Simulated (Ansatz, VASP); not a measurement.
This is a calculation of MoS2 for Ansatz 0.2.0.

File input.yaml:

```yaml
crystal:
  lattice:
    - [3.1841260822, 0.0, 0.0]
    - [-1.5920630411, 2.757534076, 0.0]
    - [0.0, 0.0, 17.33459995]
  atoms:
    - { symbol: Mo, position: [0.0, 0.0, 0.0] }
    - { symbol: S, position: [0.3333333333, 0.6666666667, 0.91050702] }
    - { symbol: S, position: [0.3333333333, 0.6666666667, 0.08949298] }
hamiltonian:
  xc: lda
  pseudopotentials: { kind: paw }
kpoints:
  mp_grid: { grid: [10, 10, 2] }
scf:
  occupations: { method: fermi_dirac, width: 0.05 }
output:
  forces: true
  stress: true
  eigenvalues: true
```

Potentials or basis: Ansatz PAW.

Run with:

```console
$ ansatz run input.yaml --threads 2 --pin off --max-ram 5632MiB --backend cpu --events-out ev --progress --plain --runs-dir out
```

Problem. Translate it to VASP 6.6.1. Potentials there: VASP PAW LDA potentials, release 64 (Mo_sv, S).

Solution. As run (the cutoff follows the program's own potentials):

File INCAR:

```
PREC = Accurate
ENCUT = 520
EDIFF = 1E-6
ISMEAR = -1
SIGMA = 0.05
LREAL = False
LASPH = True
NELM = 80
ALGO = Normal
ISIF = 2
LWAVE = False
LCHARG = False
GGA = CA
NBANDS = 20
```

File KPOINTS:

```
Automatic mesh
0
Gamma
  10 10 2
```

POSCAR

```
MoS2
1.0
    3.1841260822      0.0000000000      0.0000000000
   -1.5920630411      2.7575340760      0.0000000000
    0.0000000000      0.0000000000     17.3345999500
Mo S
1 2
Direct
    0.0000000000      0.0000000000      0.0000000000
    0.3333333333      0.6666666667      0.9105070200
    0.3333333333      0.6666666667      0.0894929800
```

Potentials or basis: VASP PAW LDA potentials, release 64 (Mo_sv, S).

The run is started by

```console
$ cat potpaw_LDA.64/Mo_sv/POTCAR potpaw_LDA.64/S/POTCAR > POTCAR
$ mpirun -np 1 vasp_std > vasp.out
```

Both were run:

|  | VASP | Ansatz | Ansatz less VASP |
| --- | --- | --- | --- |
| gap on the k mesh at the Fermi level (eV) | 1.74 | 1.73 | -0.011 |
| least direct gap on the mesh (eV) | 1.93 | 1.92 | -0.006 |
| rms of the force components (eV/Å) | 0.178 | 0.186 | +0.0082 |

LDA's correlation is that of Perdew and Zunger in VASP and of Perdew and Wang (1992) in Ansatz. Atom by atom the forces differ by 0.008 eV/Å (rms over components).
